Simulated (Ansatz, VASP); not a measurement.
Sn in VASP and in Ansatz

File INCAR:

```
ALGO = Normal
EDIFF = 1E-6
ENCUT = 520
GGA = PE
ISIF = 2
ISMEAR = -1
LASPH = True
LCHARG = False
LREAL = False
LWAVE = False
NBANDS = 36
NELM = 80
PREC = Accurate
SIGMA = 0.1
```

File KPOINTS:

```
k-points
0
Gamma
  12 12 3
```

Contents of POSCAR:

```
Sn
1.0
    3.2184505272      0.0000000000      0.0000000000
   -1.6092252636      2.7872599174      0.0000000000
    0.0000000000      0.0000000000     10.4554133740
Sn
4
Direct
    0.0000000000      0.0000000000      0.0000000000
    0.0000000000      0.0000000000      0.5000000000
    0.3333333333      0.6666666667      0.2500000000
    0.6666666667      0.3333333333      0.7500000000
```

Input for Ansatz:

```yaml
crystal:
  lattice:
    - [3.2184505272, 0.0, 0.0]
    - [-1.6092252636, 2.7872599174, 0.0]
    - [0.0, 0.0, 10.455413374]
  atoms:
    - { symbol: Sn, position: [0.0, 0.0, 0.0] }
    - { symbol: Sn, position: [0.0, 0.0, 0.5] }
    - { symbol: Sn, position: [0.3333333333, 0.6666666667, 0.25] }
    - { symbol: Sn, position: [0.6666666667, 0.3333333333, 0.75] }
kpoints:
  mp_grid: { grid: [12, 12, 3] }
scf:
  occupations: { method: fermi_dirac, width: 0.1 }
hamiltonian:
  xc: pbe
  pseudopotentials: { kind: all_electron, lapw: { basis_error: 0.001 } }
output:
  forces: true
  stress: true
  eigenvalues: true
  populations: true
```

Change from the starting cell: volume scaled by 0.84, LAPW.

Alike in both runs: task single point; functional PBE; k mesh 12 × 12 × 3; occupations fermi-dirac, width 0.1 eV; no spin polarisation.

|  | VASP | Ansatz |
| --- | --- | --- |
| version | VASP 6.6.1 | Ansatz 0.2.0 |
| potentials or method | VASP PAW PBE potentials, release 64 (Sn_d), cutoff 520 eV | all-electron LAPW, scalar-relativistic |

|  | VASP | Ansatz | Ansatz less VASP |
| --- | --- | --- | --- |
| pressure (GPa) | 12.3 | 12.3 | +0.08 |
| traceless stress, the component that is largest in VASP (GPa) | -0.05 | -0.05 | +0.001 |

Ansatz ran all-electron here, and VASP with PAW potentials.
